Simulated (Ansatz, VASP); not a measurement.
**Sn2TeS3: VASP beside Ansatz**

Contents of INCAR:

```
PREC = Accurate ; ENCUT = 600
EDIFF = 1E-7 ; ISMEAR = 0
SIGMA = 0.1 ; LREAL = F
LASPH = T ; NELM = 100
ALGO = Normal ; ISIF = 3
LWAVE = F ; LCHARG = F
GGA = PE ; IBRION = 2
NSW = 100 ; EDIFFG = -0.01
```

KPOINTS

```
Automatic mesh
0
Gamma
  10 10 4
```

The input POSCAR:

```
Sn2TeS3
1.0
    3.5088421339      0.0000000000      0.0000000000
    0.0000000000      3.5088421339      0.0000000000
    0.0000000000      0.0000000000     10.6900613199
Sn Te S
2 1 3
Direct
    0.0000000000      0.0000000000      0.3300282148
    0.0000000000      0.0000000000      0.6699717852
    0.0000000000      0.0000000000      0.0000000000
    0.5000000000      0.5000000000      0.1758683335
    0.5000000000      0.5000000000      0.5000000000
    0.5000000000      0.5000000000      0.8241316665
```

Input for Ansatz:

```yaml
crystal:
  lattice:
    - [3.5088421339, 0.0, 0.0]
    - [0.0, 3.5088421339, 0.0]
    - [0.0, 0.0, 10.6900613199]
  atoms:
    - { symbol: Sn, position: [0.0, 0.0, 0.3300282148] }
    - { symbol: Sn, position: [0.0, 0.0, 0.6699717852] }
    - { symbol: Te, position: [0.0, 0.0, 0.0] }
    - { symbol: S, position: [0.5, 0.5, 0.1758683335] }
    - { symbol: S, position: [0.5, 0.5, 0.5] }
    - { symbol: S, position: [0.5, 0.5, 0.8241316665] }
basis:
  ecutwfc: 420
kpoints:
  mp_grid: { grid: [10, 10, 4] }
hamiltonian:
  xc: pbe
scf:
  occupations: { method: gaussian, width: 0.1 }
output:
  forces: true
  stress: true
  eigenvalues: true
relax:
  adjacent_minimum: "off"
  f_tol: 0.01
  max_steps: 80
  cell: { stress_tol: 0.05 }
```

Change from the starting cell: species swapped into the Pr3MgAl2 type (P4/mmm, No. 123).

Alike in both runs: task relaxation of cell and atoms; functional PBE; k mesh 10 × 10 × 4; occupations gaussian, width 0.1 eV; no spin polarisation.

|  | VASP | Ansatz |
| --- | --- | --- |
| version | VASP 6.6.1 | Ansatz 0.2.0 |
| potentials or method | VASP PAW PBE potentials, release 64 (Sn_d, Te, S), cutoff 600 eV | scalar-relativistic, plane waves, PAW |
| valence electrons in the cell | 52 | 62 |

|  | VASP | Ansatz | Ansatz less VASP |
| --- | --- | --- | --- |
| gap on the k mesh at the Fermi level, each at its own relaxed structure (eV) | none | none | - |
| relaxed volume (Å³/atom) | 21.85 | 21.90 | +0.049 |
| relaxed length of the cell vector where the two differ most in proportion (Å) | 3.506 | 3.508 | +0.0027 |

A gap of «none» marks a metal or a gap that the smearing closes. VASP's potentials hold 52 valence electrons a cell and Ansatz's 62, so a difference there can come from the potentials and not from the codes.

Neither program's run includes spin-orbit coupling.
